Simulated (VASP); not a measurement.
Input of a VASP 6.6.1 run:

File INCAR:

```
PREC = Accurate ; ENCUT = 600
EDIFF = 1E-6 ; ISMEAR = 0
SIGMA = 0.3 ; LREAL = False
LASPH = True ; NELM = 120
ALGO = Normal ; ISIF = 2
LWAVE = False ; LCHARG = False
GGA = PE ; NBANDS = 12
GGA_COMPAT = False
```

Contents of KPOINTS:

```
regular mesh
0
Gamma
  11 11 11
```

POSCAR

```
Cu
1.0
    0.0000000000      1.8075000000      1.8075000000
    1.8075000000      0.0000000000      1.8075000000
    1.8075000000      1.8075000000      0.0000000000
Cu
1
Direct
    0.0000000000      0.0000000000      0.0000000000
```

Potentials or basis: VASP PAW PBE potentials, release 64 (Cu).

Run with:

```console
$ cat potpaw_PBE.64/Cu/POTCAR > POTCAR
$ mpirun -np 1 vasp_std > vasp.out
```

**Question.** What does it give for the pressure?

**Answer.** 2.2 GPa.

**Question.** Estimate the band gap on the k mesh.

**Answer.** Zero (an odd number of electrons rules out a gap without spin polarisation).

Caveat: so wide a smearing shifts energies and pressures.
